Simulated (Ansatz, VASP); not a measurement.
Ga2TeO2: VASP beside Ansatz

```
Ga Te O
1.0
    -3.07516    3.07516    3.57237
     3.07516   -3.07516    3.57237
     3.07516    3.07516   -3.57237
Ga Te O
2 1 2
Direct
  0.75000 0.25000 0.50000
  0.25000 0.75000 0.50000
  0.50000 0.50000 0.00000
  0.50000 0.00000 0.50000
  0.00000 0.50000 0.50000
```

Alike in both runs: functional PBE; k mesh 10 × 10 × 10; occupations gaussian, width 0.1 eV; no spin polarisation.

Ansatz relaxed the structure, and its values are those at the end. VASP's run is a single point on that final structure, the one shown.

|  | VASP | Ansatz |
| --- | --- | --- |
| version | VASP 6.6.1 | Ansatz 0.2.0 |
| potentials or method | VASP PAW PBE potentials, release 64 (Ga_d, Te, O), cutoff 520 eV | scalar-relativistic, plane waves, PAW |
| valence electrons in the cell | 44 | 54 |

|  | VASP | Ansatz | Ansatz less VASP |
| --- | --- | --- | --- |
| gap on the k mesh at the Fermi level (eV) | none | none | - |
| pressure (GPa) | 0.1 | 0.0 | -0.04 |

A gap of «none» marks a metal or a gap that the smearing closes. The functional is the same, so the differences come from potentials, cutoffs and numerics. VASP's potentials hold 44 valence electrons a cell and Ansatz's 54, so a difference there can come from the potentials and not from the codes.

Spin-orbit coupling is off throughout.
